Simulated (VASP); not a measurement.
Here is a VASP 6.6.1 calculation.

File INCAR:

```
ALGO = Fast
EDIFF = 1E-7
ENCUT = 520
GGA = PE
ISIF = 2
ISMEAR = -1
LASPH = True
LCHARG = False
LREAL = False
LWAVE = False
NBANDS = 21
NELM = 80
PREC = Accurate
SIGMA = 0.05
```

Contents of KPOINTS:

```
k-points
0
Gamma
  9 9 9
```

POSCAR

```
Sn
1.0
   -2.9788309508      2.9788309508      1.6203478496
    2.9788309508     -2.9788309508      1.6203478496
    2.9788309508      2.9788309508     -1.6203478496
Sn
2
Direct
    0.0000000000      0.0000000000      0.0000000000
    0.7500000000      0.2500000000      0.5000000000
```

Potentials or basis: VASP PAW PBE potentials, release 64 (Sn_d).

Run with:

```sh
$ cat potpaw_PBE.64/Sn_d/POTCAR > POTCAR
$ mpirun -np 1 vasp_std > vasp.out
```

**Question.** What does it give for the band gap on the k mesh?

**Answer.** Zero (bands 14 and 15 overlap by 3.79 eV).

**Question.** Estimate the pressure.

**Answer.** -0.6 GPa.

Stress tensor (GPa, compression positive):
```
-0.50  0.00  0.00
 0.00 -0.50  0.00
 0.00  0.00 -0.79
```

Caveat: spin-orbit coupling is left out, which moves the levels of the heavy elements.
